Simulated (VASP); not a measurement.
Input of a VASP 6.6.1 run:

Contents of INCAR:

```
PREC     = Accurate       # precision mode
ENCUT    = 600            # plane-wave cutoff, eV
EDIFF    = 1E-6           # SCF threshold, eV
ISMEAR   = 0              # smearing method
SIGMA    = 0.1            # smearing width, eV
LREAL    = False          # projectors in reciprocal space
LASPH    = True           # aspherical terms in the spheres
NELM     = 80             # most SCF steps
ALGO     = Normal         # electronic algorithm
ISIF     = 3              # what is computed and relaxed
LWAVE    = False          # write WAVECAR
LCHARG   = False          # write CHGCAR
GGA      = PE             # functional
IBRION   = 2              # ionic algorithm
NSW      = 90             # ionic steps
EDIFFG   = -0.04          # ionic threshold
```

Contents of KPOINTS:

```
Automatic mesh
0
Gamma
  6 6 4
```

File POSCAR:

```
GaIr2
1.0
    2.7923539300      0.0000000000      0.0000000000
    0.0000000000      2.7923539300      0.0000000000
    0.0000000000      0.0000000000      5.3350187300
Ga Ir
1 2
Direct
    0.0000000000      0.0000000000      0.0000000000
    0.5000000000      0.5000000000      0.2700000100
    0.5000000000      0.5000000000      0.7299999900
```

Potentials or basis: VASP PAW PBE potentials, release 64 (Ga_d, Ir).

Command:

```console
$ cat potpaw_PBE.64/Ga_d/POTCAR potpaw_PBE.64/Ir/POTCAR > POTCAR
$ mpirun -np 1 vasp_std > vasp.out
```

(1) What does it give for the relaxed cell?

(2) What does it give for the band gap on the k mesh?

(3) Predict the relaxed volume.

(4) Predict the space group after relaxing (to 0.1 Å).

Answers

(1) a = 2.860 Å, b = 2.860 Å, c = 5.766 Å, α = 90.00°, β = 90.00°, γ = 90.00°.

(2) zero (an odd number of electrons rules out a gap without spin polarisation).

(3) 15.72 Å³/atom.

(4) P4/mmm (No. 123).

Caveat: the k points lie up to 0.37 Å⁻¹ apart in the final cell, too coarse for converged energies and pressures of a metal; spin-orbit coupling is left out, which moves the levels of the heavy elements.
